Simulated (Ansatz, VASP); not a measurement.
One calculation of InSb, two programs

```xyz
2
Lattice="-3.0074 3.0074 1.8119 3.0074 -3.0074 1.8119 3.0074 3.0074 -1.8119" Properties=species:S:1:pos:R:3 pbc="T T T"
In    3.0074    0.0000    0.9060
Sb    0.0000    0.0000    0.0000
```

Alike in both runs: task single point; functional PBE; k mesh 16 × 16 × 16; occupations gaussian, width 0.15 eV; no spin polarisation.

|  | VASP | Ansatz |
| --- | --- | --- |
| version | VASP 6.6.1 | Ansatz 0.2.0 |
| potentials or method | VASP PAW PBE potentials, release 64 (In_d, Sb), cutoff 520 eV | scalar-relativistic, plane waves, PAW |
| valence electrons in the cell | 18 | 28 |

```csv
,VASP,Ansatz,Ansatz less VASP
gap on the k mesh at the Fermi level (eV),none,none,-
pressure (GPa),-4.2,-4.2,+0.04
"traceless stress, the component that is largest in VASP (GPa)",-0.90,-0.90,+0.003
```

A gap of «none» marks a metal or a gap that the smearing closes. VASP's potentials hold 18 valence electrons a cell and Ansatz's 28, so a difference there can come from the potentials and not from the codes.

Spin-orbit coupling is off throughout.
